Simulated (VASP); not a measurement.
Cd, 1 atom in the cell. The structure is trigonal, space group R-3m (No. 166). The conventional cell has a = 3.262 Å, b = 3.262 Å, c = 6.930 Å, α = 90.00°, β = 90.00°, γ = 120.00°. Within 3.9 Å of Cd (site symmetry -3m) lie 12 Cd at 2.98 to 3.26 Å. 

| Property | Result |
| --- | --- |
| Program | VASP 6.6.1 |
| Task | single point |
| Functional | PBEsol |
| Potentials or basis | VASP PAW PBE potentials, release 64 (Cd) |
| Cutoff | 520 eV |
| k mesh | 9 × 9 × 9 |
| Occupations | fermi-dirac, width 0.05 eV |
| Spin | no spin polarisation |
| Dipole correction | no |
| Further INCAR settings | ALGO = Normal; EDIFF = 1e-07; NBANDS = 12 |

Potentials or basis: VASP PAW PBE potentials, release 64 (Cd).

The run is started by

```sh
$ cat potpaw_PBE.64/Cd/POTCAR > POTCAR
$ mpirun -np 1 vasp_std > vasp.out
```

Hardware: 1 thread of Intel(R) Xeon(R) Platinum 8488C (Sapphire Rapids) (shared host).

How long does it take, and how much memory?

Run time: 12 s on 1 thread of Intel(R) Xeon(R) Platinum 8488C (Sapphire Rapids), with other jobs on the host, peak memory 0.15 GiB. Counts: scf iterations 11, k points 85.
